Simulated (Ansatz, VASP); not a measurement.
**Two plane-wave programs on TiCo**

Contents of INCAR:

```
SYSTEM = TiCo
PREC = Accurate
ENCUT = 520
EDIFF = 1E-6
ISMEAR = -1
SIGMA = 0.03
LREAL = .False.
LASPH = .True.
NELM = 150
ALGO = Normal
ISIF = 2
LWAVE = .False.
LCHARG = .True.
ISPIN = 2
MAGMOM = 0 0 -1 -1
LORBIT = 11
LMAXMIX = 4
GGA = PE
LELF = .True.
LVHAR = .True.
NBANDS = 33
```

File KPOINTS:

```
Automatic mesh
0
Gamma
  12 12 12
  0 0 0
```

File POSCAR:

```
TiCo
1.0
    2.9861109900      2.9861109900      0.0000000000
    2.9861109900      0.0000000000      2.9861109900
    2.9861109900      0.0000000000     -2.9861109900
Ti Co
2 2
Direct
    0.0000000000      0.0000000000      0.0000000000
    0.0000000000      0.5000000000      0.5000000000
    0.5000000000      0.2500000000      0.7500000000
    0.5000000000      0.7500000000      0.2500000000
```

Input for Ansatz:

```yaml
crystal:
  lattice:
    - [2.98611099, 2.98611099, 0.0]
    - [2.98611099, 0.0, 2.98611099]
    - [2.98611099, 0.0, -2.98611099]
  atoms:
    - { symbol: Ti, position: [0.0, 0.0, 0.0] }
    - { symbol: Ti, position: [0.0, 0.5, 0.5] }
    - { symbol: Co, position: [0.5, 0.25, 0.75], spin: -1.0 }
    - { symbol: Co, position: [0.5, 0.75, 0.25], spin: -1.0 }
magnetization:
  spin_polarized: true
kpoints:
  mp_grid: { grid: [12, 12, 12] }
scf:
  occupations: { method: fermi_dirac, width: 0.03 }
  lower_state_search: "off"
hamiltonian:
  xc: pbe
  pseudopotentials: { kind: paw }
output:
  forces: true
  stress: true
  eigenvalues: true
  populations: true
```

Alike in both runs: task single point; functional PBE; k mesh 12 × 12 × 12; occupations fermi-dirac, width 0.03 eV; collinear spin.

|  | VASP | Ansatz |
| --- | --- | --- |
| version | VASP 6.6.1 | Ansatz 0.2.0 |
| potentials or method | VASP PAW PBE potentials, release 64 (Ti_sv, Co) | PAW with Ansatz's default frozen-core files, scalar-relativistic |
| plane-wave cutoff (eV) | 520 | 420 |
| valence electrons in the cell | 42 | 58 |

VASP gave:

```
pressure (GPa)                                                : -0.5
net moment per atom (μB)                                      : 0.44
size of the moment on the site where the two differ most (μB) : 0.96
```

Problem. Which values does Ansatz return?

Solution. Pressure (GPa): -0.1; net moment per atom (μB): 0.45; size of the moment on the site where the two differ most (μB): 0.99.

Site moments also hang on the region over which each program counts them. With one functional, cell and mesh, what is left measures potentials, basis and numerics. VASP's potentials hold 42 valence electrons a cell and Ansatz's 58, so a difference there can come from the potentials and not from the codes.
